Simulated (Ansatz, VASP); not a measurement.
GaAs: VASP beside Ansatz

```
Ga As
1.0
     0.00000    2.89994    2.89994
     2.89994    0.00000    2.89994
     2.89994    2.89994    0.00000
Ga As
1 1
Direct
  0.00000 0.00000 0.00000
  0.25000 0.25000 0.25000
```

Change from the starting cell: hydrostatic strain +2.4%.

Alike in both runs: task single point; functional PBE; k mesh 8 × 8 × 8; occupations fermi-dirac, width 0.02 eV; no spin polarisation.

|  | VASP | Ansatz |
| --- | --- | --- |
| version | VASP 6.6.1 | Ansatz 0.2.0 |
| potentials or method | VASP PAW PBE potentials, release 64 (Ga_d, As) | plane waves, PAW |
| plane-wave cutoff (eV) | 520 | 420 |
| valence electrons in the cell | 18 | 28 |

```tsv
	VASP	Ansatz	Ansatz less VASP
pressure (GPa)	-1.4	-1.6	-0.14
```

With one functional, cell and mesh, what is left measures potentials, basis and numerics. VASP's potentials hold 18 valence electrons a cell and Ansatz's 28, so a difference there can come from the potentials and not from the codes.
